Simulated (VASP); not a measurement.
A run of VASP 6.6.1 is set up as follows.

The input INCAR:

```
SYSTEM = PtS2
ALGO = Normal
EDIFF = 1E-6
ENCUT = 520
GGA = PE
ISIF = 2
ISMEAR = 0
LASPH = .TRUE.
LCHARG = .FALSE.
LREAL = .FALSE.
LWAVE = .FALSE.
NBANDS = 18
NELM = 100
PREC = Accurate
SIGMA = 0.05
```

Contents of KPOINTS:

```
k-points
0
G
  12 12 6
  0 0 0
```

POSCAR

```
PtS2
1.0
    3.1760245377      0.0000000000      0.0000000000
   -1.5880122688      2.7505179327      0.0000000000
    0.0000000000      0.0000000000      6.9205574676
Pt S
1 2
Direct
    0.0000000000      0.0000000000      0.0000000000
    0.3333333333      0.6666666667      0.2144068637
    0.6666666667      0.3333333333      0.7855931363
```

Potentials or basis: VASP PAW PBE potentials, release 64 (Pt, S).

Launch:

```sh
$ cat potpaw_PBE.64/Pt/POTCAR potpaw_PBE.64/S/POTCAR > POTCAR
$ mpirun -np 1 vasp_std > vasp.out
```

(1) What does it give for the band gap on the k mesh?

(2) Estimate the largest force.

Results:

(1) 0.58 eV (least direct gap 1.17 eV).

(2) 0.051 eV/Å.

Caveat: spin-orbit coupling is left out, which moves the levels of the heavy elements.
